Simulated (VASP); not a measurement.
Set up this calculation in VASP 6.6.1, as the native input.

```
Task                   : single point
Functional             : r2SCAN
Potentials or basis    : VASP PAW PBE potentials, release 64 (Pd, Ge_d)
Cutoff                 : 520 eV
k mesh                 : 7 × 7 × 7
Occupations            : fermi-dirac, width 0.05 eV
Spin                   : no spin polarisation
Dipole correction      : no
Further INCAR settings : ALGO = Normal; EDIFF = 1e-06; NBANDS = 34
```

Ge3Pd:

```xyz
4
Lattice="4.0575 0.0000 0.0000 0.0000 4.0575 0.0000 0.0000 0.0000 4.0575" Properties=species:S:1:pos:R:3 pbc="T T T"
Pd    0.0000    0.0000    0.0000
Ge    2.0287    2.0287    0.0000
Ge    2.0287    0.0000    2.0287
Ge    0.0000    2.0287    2.0287
```

One way to write it, as run:

POSCAR

```
Ge3Pd
1.0
    4.0574681928      0.0000000000      0.0000000000
    0.0000000000      4.0574681928      0.0000000000
    0.0000000000      0.0000000000      4.0574681928
Pd Ge
1 3
Direct
    0.0000000000      0.0000000000      0.0000000000
    0.5000000000      0.5000000000      0.0000000000
    0.5000000000      0.0000000000      0.5000000000
    0.0000000000      0.5000000000      0.5000000000
```

INCAR.step1

```
SYSTEM = Ge3Pd
PREC = Accurate
ENCUT = 520
ISMEAR = -1
SIGMA = 0.05
LREAL = .FALSE.
LASPH = .TRUE.
NELM = 60
NBANDS = 34
GGA = PE
ALGO = Normal
EDIFF = 1E-4
LWAVE = .TRUE.
LCHARG = .FALSE.
```

INCAR.step2

```
SYSTEM = Ge3Pd
PREC = Accurate
ENCUT = 520
EDIFF = 1E-6
ISMEAR = -1
SIGMA = 0.05
LREAL = .FALSE.
LASPH = .TRUE.
NELM = 60
ALGO = Normal
ISIF = 2
LWAVE = .FALSE.
LCHARG = .TRUE.
METAGGA = R2SCAN
LMIXTAU = .TRUE.
LELF = .TRUE.
LVHAR = .TRUE.
NBANDS = 34
ISTART = 1
```

KPOINTS

```
Automatic mesh
0
G
  7 7 7
  0 0 0
```

Potentials or basis: VASP PAW PBE potentials, release 64 (Pd, Ge_d).

Launch:

```bash
$ cat potpaw_PBE.64/Pd/POTCAR potpaw_PBE.64/Ge_d/POTCAR > POTCAR
$ cp INCAR.step1 INCAR
$ mpirun -np 1 vasp_std > vasp.out
$ cp INCAR.step2 INCAR
$ mpirun -np 1 vasp_std > vasp.out
```

It gave:

```
Pressure               : 3.2 GPa
Band gap on the k mesh : zero (band 26 reaches 8.56 eV, above the bottom of band 27 at 6.72 eV)
```

Caveat: the PAW data sets were made with another functional, which shifts forces and pressure a little.

Run time: 4.9 min on 1 thread of AMD EPYC 7R13, with other jobs on the host, peak memory 0.16 GiB.
